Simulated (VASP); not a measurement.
Runs of VASP 6.6.1 on Ta. The structure is cubic, space group Im-3m (No. 229). Conventional cell: a = 3.303 Å, b = 3.303 Å, c = 3.303 Å, α = 90.00°, β = 90.00°, γ = 90.00°. Within 3.8 Å of Ta (site symmetry m-3m) lie 14 Ta at 2.86 to 3.30 Å. 

| smearing | gap on the mesh (eV) | pressure (GPa) |
| --- | --- | --- |
| methfessel-paxton 0.2 eV | none | (a) |
| methfessel-paxton 0.3 eV | none | 3.0 |
| methfessel-paxton 0.05 eV | none | 3.2 |
| methfessel-paxton 0.1 eV | none | 3.2 |

Alike in all rows: task single point; level PBE; potentials or basis VASP PAW PBE potentials, release 64 (Ta_pv); no spin polarisation; cell as given; k mesh 14 × 14 × 14; cutoff (eV) 500.

**Question.** Fill in the values left out.

**Answer.** (a) 3.1.

Caveats: the cell stands under pressure; spin-orbit coupling is left out, which moves the levels of the heavy elements.

A k mesh can miss the band edges, and the runs leave out spin-orbit coupling on Ta.

A gap of «none» marks levels without a gap at the run's occupations.
